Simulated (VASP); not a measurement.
## Fe: relaxation of cell and atoms with PBEsol

Crystal: Fe.

```
Fe
1.0
     4.56514    0.00000    0.00000
     0.00000    4.56514    0.00000
     0.00000    0.00000    4.56514
Fe
8
Direct
  0.50000 0.50000 0.50000
  0.00000 0.00000 0.00000
  0.25000 0.00000 0.50000
  0.50000 0.25000 0.00000
  0.50000 0.75000 0.00000
  0.75000 0.00000 0.50000
  0.00000 0.50000 0.75000
  0.00000 0.50000 0.25000
```

```
Program                : VASP 6.6.1
Task                   : relaxation of cell and atoms
Functional             : PBEsol
Potentials or basis    : VASP PAW PBE potentials, release 64 (Fe)
Cutoff                 : 600 eV
k mesh                 : 4 × 4 × 4
Occupations            : gaussian, width 0.1 eV
Spin                   : collinear spin, ferromagnetic start
Starting moments       : [2.45, 2.45, 2.54, 2.54, 2.54, 2.54, 2.54, 2.54] μB
Dipole correction      : no
Further INCAR settings : ALGO = Normal; EDIFF = 1e-06; IBRION = 2; EDIFFG = -0.04; NSW = 90; ISIF = 3
```

```yaml
Relaxed_volume: 10.95 Å³/atom
Relaxed_cell: a = 4.441 Å, b = 4.441 Å, c = 4.441 Å, α = 90.00°, β = 90.00°, γ = 90.00°
Space_group_after_relaxing_to_0.1_Å: Pm-3n (No. 223)
Energy_gained_by_relaxing: 44.8 meV/atom
Ionic_steps: 3
Pressure_after_relaxing: 0.2 GPa
Net_moment: 16.66 μB per cell
Site_moments: Fe +1.84, +2.14 (each value once) μB
Valence_electrons_inside_the_program's_atomic_spheres: Fe 7.41, 7.37 (each value once)
```

The path:
```tsv
step	energy change (eV)	largest force (eV/Å)	pressure (GPa)	volume (Å³)
1	0.0000	0.0000	-12.63	95.14
2	-0.1499	0.0000	13.77	82.81
3	-0.3583	0.0000	0.18	87.57
```

Final structure:
```cif
data_structure
_symmetry_space_group_name_H-M 'P 1'
_symmetry_Int_Tables_number 1
_cell_length_a 4.4407
_cell_length_b 4.4407
_cell_length_c 4.4407
_cell_angle_alpha 90.000
_cell_angle_beta 90.000
_cell_angle_gamma 90.000
_cell_volume 87.57
loop_
_atom_site_label
_atom_site_type_symbol
_atom_site_fract_x
_atom_site_fract_y
_atom_site_fract_z
_atom_site_occupancy
Fe1 Fe 0.50000 0.50000 0.50000 1
Fe2 Fe 0.00000 0.00000 0.00000 1
Fe3 Fe 0.25000 0.00000 0.50000 1
Fe4 Fe 0.50000 0.25000 0.00000 1
Fe5 Fe 0.50000 0.75000 0.00000 1
Fe6 Fe 0.75000 0.00000 0.50000 1
Fe7 Fe 0.00000 0.50000 0.75000 1
Fe8 Fe 0.00000 0.50000 0.25000 1
```

Levels at points of the mesh, in eV from the Fermi level:
Spin up:
```csv
k point,band 38,band 39,band 40,band 41,band 42,band 43
"(0.00, 0.00, 0.00)",-0.32,-0.09,-0.09,-0.09,1.87,1.87
"(0.50, 0.00, 0.00)",-0.36,-0.14,-0.14,0.45,0.45,2.45
"(0.50, 0.50, 0.00)",-0.31,-0.15,-0.15,0.03,0.22,0.22
"(0.50, 0.50, 0.50)",-0.27,-0.27,-0.27,0.82,0.82,0.82
```
Spin down:
| k point | band 22 | band 23 | band 24 | band 25 | band 26 | band 27 |
| --- | --- | --- | --- | --- | --- | --- |
| (0.00, 0.00, 0.00) | -0.82 | -0.10 | -0.10 | -0.10 | 1.02 | 1.02 |
| (0.50, 0.00, 0.00) | -0.55 | -0.33 | -0.33 | 0.33 | 0.33 | 0.62 |
| (0.50, 0.50, 0.00) | -0.05 | -0.05 | 0.12 | 0.12 | 0.12 | 0.33 |
| (0.50, 0.50, 0.50) | -1.04 | -1.04 | -1.04 | 0.84 | 0.84 | 0.84 |

It took 2.4 min on 1 thread of Intel(R) Xeon(R) 6975P-C (Granite Rapids), on a shared host, peak memory 0.28 GiB.

Caveat: the PAW data sets were made with another functional, which shifts forces and pressure a little.
